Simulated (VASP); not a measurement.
Input of a VASP 6.6.1 run:

File INCAR:

```
PREC = Accurate
ENCUT = 520
EDIFF = 1E-7
ISMEAR = 0
SIGMA = 0.1
LREAL = F
LASPH = T
NELM = 120
ALGO = Normal
ISIF = 2
LWAVE = F
LCHARG = F
LDIPOL = T
IDIPOL = 3
DIPOL = 0.5 0.5 0.333
GGA = PE
IBRION = 2
NSW = 36
EDIFFG = -0.025
GGA_COMPAT = F
NELMIN = 4
NELMDL = -8
KPAR = 4
```

The input KPOINTS:

```
Automatic mesh
0
Gamma
  6 6 1
```

File POSCAR:

```
Ta6C
1.0
    4.6937283334      0.0000000000      0.0000000000
   -2.3468641667      4.0648879751      0.0000000000
    0.0000000000      0.0000000000     19.9881921067
Ta C
6 1
Selective dynamics
Direct
    0.6666666667      0.3333333333      0.2001181487  F F F
    0.3333333333      0.6666666667      0.2480516125  F F F
    0.0000000000      0.0000000000      0.2959850764  F F F
    0.6666666667      0.3333333333      0.3401842440  F F F
    0.3333333333      0.6666666667      0.3819724415  F F F
    0.0000000000      0.0000000000      0.4246603225  F F F
    0.8888888889      0.4444444444      0.4406697744  F F T
```

Potentials or basis: VASP PAW PBE potentials, release 64 (Ta_pv, C).

The run is started by

```bash
$ cat potpaw_PBE.64/Ta_pv/POTCAR potpaw_PBE.64/C/POTCAR > POTCAR
$ mpirun -np 4 vasp_std > vasp.out
```

(1) What does it give for the energy gained by relaxing?

(2) What does it give for the band gap on the k mesh?

Results:

(1) 3.4 meV/atom.

(2) zero (bands 35 and 36 overlap by 0.11 eV).

Caveat: spin-orbit coupling is left out, which moves the levels of the heavy elements.
